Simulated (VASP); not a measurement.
Write the native input for VASP 6.6.1 that does the following.

- Task: relaxation of cell and atoms
- Functional: PBE
- Potentials or basis: VASP PAW PBE potentials, release 64 (Hg, H)
- Cutoff: 600 eV
- k mesh: 4 × 4 × 4
- Occupations: gaussian, width 0.02 eV
- Spin: no spin polarisation
- Dipole correction: no
- Further INCAR settings: ALGO = Normal; EDIFF = 1e-07; IBRION = 2; EDIFFG = -0.01; NSW = 100; ISIF = 3

The structure of HgH3 lies in POSCAR:

```
HgH3
1.0
    7.1668522530      0.0000000000      0.0000000000
    0.0000000000      7.1668522530      0.0000000000
    0.0000000000      0.0000000000      7.1668522530
Hg H
2 6
Direct
    0.5000000000      0.5000000000      0.5000000000
    0.0000000000      0.0000000000      0.0000000000
    0.0524889845      0.5000000000      0.5000000000
    0.9475110155      0.5000000000      0.5000000000
    0.5000000000      0.0524889845      0.5000000000
    0.5000000000      0.9475110155      0.5000000000
    0.5000000000      0.5000000000      0.0524889845
    0.5000000000      0.5000000000      0.9475110155
```

The cell was built from a structure type or drawn by symmetry, and may not be a known phase.

The input as run:

INCAR

```
SYSTEM = HgH3
PREC = Accurate
ENCUT = 600
EDIFF = 1E-7
ISMEAR = 0
SIGMA = 0.02
LREAL = .False.
LASPH = .True.
NELM = 60
ALGO = Normal
ISIF = 3
LWAVE = .False.
LCHARG = .False.
GGA = PE
IBRION = 2
NSW = 100
EDIFFG = -0.01
```

KPOINTS

```
regular mesh
0
Gamma
  4 4 4
  0 0 0
```

Potentials or basis: VASP PAW PBE potentials, release 64 (Hg, H).

Run with:

```sh
$ cat potpaw_PBE.64/Hg/POTCAR potpaw_PBE.64/H/POTCAR > POTCAR
$ mpirun -np 1 vasp_std > vasp.out
```

Results of the run:

| Quantity | Value |
| --- | --- |
| Energy gained by relaxing | 0.0 meV/atom |
| Ionic steps | 3 |
| Pressure after relaxing | 0.0 GPa |
| Band gap on the k mesh | 4.86 eV |

Caveat: spin-orbit coupling is left out, which moves the levels of the heavy elements.

It took 2.4 min on 1 thread of Intel(R) Xeon(R) 6975P-C (Granite Rapids) (shared host), peak memory 0.56 GiB.
